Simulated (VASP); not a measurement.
# Pt (Fm-3m) in VASP: further runs, part 2 of 2

VASP 6.6.1. Earlier steps stand in the parts before.

**3. Single point, LDA (15.20 Å³/atom)**

This run uses another cell than the first one, of 15.20 Å³/atom.

Input file INCAR:

```
SYSTEM = Pt
  PREC = Accurate
  ENCUT = 520
  EDIFF = 1E-7
  ISMEAR = 0
  SIGMA = 0.15
  LREAL = .False.
  LASPH = .True.
  NELM = 100
  ALGO = Fast
  ISIF = 2
  LWAVE = .False.
  LCHARG = .False.
  NBANDS = 11
```

Input file KPOINTS:

```
Automatic mesh
0
Gamma
  22 22 22
  0 0 0
```

Input file POSCAR:

```
Pt
1.0
    0.0000000000      1.9660951450      1.9660951450
    1.9660951450      0.0000000000      1.9660951450
    1.9660951450      1.9660951450      0.0000000000
Pt
1
Direct
    0.0000000000      0.0000000000      0.0000000000
```

Potentials or basis: VASP PAW LDA potentials, release 64 (Pt).

On the command line:

```sh
$ cat potpaw_LDA.64/Pt/POTCAR > POTCAR
$ mpirun -np 1 vasp_std > vasp.out
```

OUTCAR:

```text
SYSTEM = Pt
   PREC = Accurate
   ENCUT = 520
   EDIFF = 1E-7
   ISMEAR = 0
   LREAL = .False.
   LASPH = .True.
   NELM = 100
   ISIF = 2

 ion  position               nearest neighbor table
   1  0.000  0.000  0.000-

  LATTYP: Found a face centered cubic cell.
 ALAT       =     3.9321902900

  Lattice vectors:

 A1 = (   0.0000000000,   1.9660951450,   1.9660951450)
 A2 = (   1.9660951450,   0.0000000000,   1.9660951450)
 A3 = (   1.9660951450,   1.9660951450,   0.0000000000)

Analysis of symmetry for initial positions (statically):
=====================================================================
 Subroutine PRICEL returns:
 Original cell was already a primitive cell.

 Routine SETGRP: Setting up the symmetry group for a
 face centered cubic supercell.

 Subroutine GETGRP returns: Found 48 space group operations
 (whereof 48 operations were pure point group operations)
 out of a pool of 48 trial point group operations.

The static configuration has the point symmetry O_h .

Analysis of symmetry for dynamics (positions and initial velocities):
[... 166 lines left out ...]
 k-point     1 :       0.0000    0.0000    0.0000
  band No.  band energies     occupation
      1       0.8281      2.00000
      2       7.2153      2.00000
      3       7.2153      2.00000
      4       7.2153      2.00000
      5       9.3811      2.00000
      6       9.3811      2.00000
      7      25.6311      0.00000
      8      30.5077      0.00000
      9      30.5077      0.00000
     10      30.5077      0.00000
     11      35.9316      0.00000
[... 309 lines left out ...]
 k-point    24 :      -0.4545    0.0455    0.0000
  band No.  band energies     occupation
      1       3.7746      2.00000
      2       7.1270      2.00000
      3       7.2248      2.00000
      4       9.8204      2.00000
      5      10.9296      1.37741
      6      11.6305      0.00000
      7      16.9739      0.00000
      8      25.3553      0.00000
      9      29.5449      0.00000
     10      29.9853      0.00000
     11      38.9252      0.00000

 [... further k-points ...]

------------------------ aborting loop because EDIFF is reached ----------------------------------------

  FORCE on cell =-STRESS in cart. coord.  units (eV):
  Direction    XX          YY          ZZ          XY          YZ          ZX
  --------------------------------------------------------------------------------------
  -------------------------------------------------------------------------------------
  Total       -0.7190552     -0.7190552     -0.7190552     -0.0000000     -0.0000000      0.0000000
  in kB      -75.7930183    -75.7930183    -75.7930183     -0.0000000     -0.0000000      0.0000000
  external PRESSURE =     -75.7930183 kB  Pullay stress =       0.0000000 kB

 VOLUME and BASIS-vectors are now :
 -----------------------------------------------------------------------------
  energy-cutoff  :      520.00
  volume of cell :       15.20
      direct lattice vectors                 reciprocal lattice vectors
     0.000000000  1.966095145  1.966095145    -0.254311192  0.254311192  0.254311192
     1.966095145  0.000000000  1.966095145     0.254311192 -0.254311192  0.254311192
     1.966095145  1.966095145  0.000000000     0.254311192  0.254311192 -0.254311192

 POSITION                                       TOTAL-FORCE (eV/Angst)
 -----------------------------------------------------------------------------------
      0.00000      0.00000      0.00000         0.000000     -0.000000      0.000000
 -----------------------------------------------------------------------------------
    total drift:                               -0.000000      0.000000      0.000000

  FREE ENERGIE OF THE ION-ELECTRON SYSTEM (eV)
  ---------------------------------------------------
  free  energy   TOTEN  =        -7.5074321368 eV

  energy  without entropy=       -7.4868161256  energy(sigma->0) =       -7.49712413
```

OSZICAR:

```text
N       E                     dE             d eps       ncg     rms          rms(c)
DAV:   1     0.387940509179E+02    0.38794E+02   -0.53558E+03  7352   0.843E+02
DAV:   2    -0.729974455811E+01   -0.46094E+02   -0.44071E+02  8243   0.177E+02
DAV:   3    -0.794438638733E+01   -0.64464E+00   -0.63923E+00  8395   0.198E+01
DAV:   4    -0.794688179204E+01   -0.24954E-02   -0.24952E-02  8299   0.146E+00
DAV:   5    -0.794690143652E+01   -0.19644E-04   -0.19644E-04  8488   0.120E-01    0.129E+01
RMM:   6    -0.755243449870E+01    0.39447E+00   -0.40260E-01  7251   0.530E+00    0.664E+00
RMM:   7    -0.751179114064E+01    0.40643E-01   -0.65209E-02  7585   0.227E+00    0.256E+00
RMM:   8    -0.750768473715E+01    0.41064E-02   -0.81812E-03  7660   0.829E-01    0.596E-01
RMM:   9    -0.750741924292E+01    0.26549E-03   -0.93618E-04  8218   0.261E-01    0.697E-02
RMM:  10    -0.750743455292E+01   -0.15310E-04   -0.14080E-04  8261   0.902E-02    0.785E-02
RMM:  11    -0.750743473963E+01   -0.18671E-06   -0.17936E-05  8538   0.294E-02    0.270E-02
RMM:  12    -0.750743194141E+01    0.27982E-05   -0.96110E-06  7854   0.244E-02    0.508E-03
RMM:  13    -0.750743210498E+01   -0.16357E-06   -0.16470E-06  7876   0.793E-03    0.633E-03
RMM:  14    -0.750743213678E+01   -0.31803E-07   -0.16625E-07  5856   0.274E-03
   1 F= -.75074321E+01 E0= -.74971241E+01  d E =-.206160E-01
```

stdout:

```text
POSCAR found type information on POSCAR Pt
 POSCAR found :  1 types and       1 ions
 scaLAPACK will be used
 LDA part: xc-table for (Slater(with rela. corr.)+CA(PZ))
 , standard interpolation
 POSCAR, INCAR and KPOINTS ok, starting setup
 FFT: planning ... GRIDC
 FFT: planning ... GRID_SOFT
 FFT: planning ... GRID
 WAVECAR not read
 entering main loop
```

It took 77 s on 1 thread of Intel Xeon 8259CL, shared host; peak memory 0.18 GiB.

Results:

- Free energy: -7.5074 eV
- Pressure: -7.6 GPa
- Band gap on the k mesh: zero (bands 5 and 6 overlap by 2.20 eV)

Levels at points of the mesh, in eV from the Fermi level:
| k point | band 1 | band 2 | band 3 | band 4 | band 5 | band 6 | band 7 | band 8 | band 9 | band 10 |
| --- | --- | --- | --- | --- | --- | --- | --- | --- | --- | --- |
| (0.00, 0.00, 0.00) | -10.15 | -3.77 | -3.77 | -3.77 | -1.60 | -1.60 | 14.65 | 19.53 | 19.53 | 19.53 |
| (0.50, 0.00, 0.00) | -7.27 | -3.82 | -3.82 | -0.45 | 0.05 | 0.05 | 5.77 | 14.21 | 18.84 | 18.84 |
| (0.50, 0.50, 0.00) | -7.00 | -6.57 | 0.03 | 0.49 | 0.49 | 1.78 | 8.78 | 11.32 | 11.32 | 20.11 |

Caveat: the cell stands under tension; spin-orbit coupling is left out, which moves the levels of the heavy elements.

**4. Single point, LDA (15.64 Å³/atom)**

This run uses another cell than the first one, of 15.64 Å³/atom.

Input file INCAR:

```
SYSTEM = Pt
PREC = Accurate
ENCUT = 520
EDIFF = 1E-6
ISMEAR = 0
SIGMA = 0.15
LREAL = .FALSE.
LASPH = .TRUE.
NELM = 80
ALGO = Normal
ISIF = 2
LWAVE = .FALSE.
LCHARG = .FALSE.
GGA = CA
NBANDS = 11
```

Input file KPOINTS:

```
Automatic mesh
0
G
  22 22 22
  0 0 0
```

Input file POSCAR:

```
Pt
1.0
    0.0000000000      1.9850129751      1.9850129751
    1.9850129751      0.0000000000      1.9850129751
    1.9850129751      1.9850129751      0.0000000000
Pt
1
Direct
    0.0000000000      0.0000000000      0.0000000000
```

On the command line:

```sh
$ cat potpaw_LDA.64/Pt/POTCAR > POTCAR
$ mpirun -np 1 vasp_std > vasp.out
```

It took 45 s on 1 thread of Intel Xeon 8259CL, shared host; peak memory 0.18 GiB.

The run converged. Its results:

| Quantity | Value |
| --- | --- |
| Free energy | -7.4768 eV |
| Pressure | -14.6 GPa |
| Band gap on the k mesh | zero (bands 5 and 6 overlap by 2.09 eV) |

Levels at points of the mesh, in eV from the Fermi level:
```
           k point  band 1  band 2  band 3  band 4  band 5  band 6  band 7  band 8  band 9  band 10
(0.00, 0.00, 0.00)   -9.84   -3.59   -3.59   -3.59   -1.53   -1.53   14.73   19.44   19.44    19.44
(0.50, 0.00, 0.00)   -6.98   -3.64   -3.64   -0.33    0.04    0.04    5.55   14.28   18.64    18.64
(0.50, 0.50, 0.00)   -6.69   -6.27    0.02    0.46    0.46    1.84    8.47   11.22   11.22    19.76
```

Caveat: the cell stands under tension; spin-orbit coupling is left out, which moves the levels of the heavy elements.

**5. Overview**

```csv
cell,gap on the mesh (eV),pressure (GPa)
"a = 2.753 Å, angles 60.0°, 1 atom",none,0.9
"a = 2.780 Å, angles 60.0°, 1 atom",none,-7.6
"a = 2.807 Å, angles 60.0°, 1 atom",none,-14.6
```

Alike in all rows: task single point; level LDA; potentials or basis VASP PAW LDA potentials, release 64 (Pt); no spin polarisation; k mesh 22 × 22 × 22; cutoff (eV) 520; smearing gaussian 0.15 eV.

Caveats: spin-orbit coupling is left out, which moves the levels of the heavy elements; the cell stands under tension (at least some runs).

Total energies depend on the potentials used, so only differences within one code and one set of settings carry meaning.
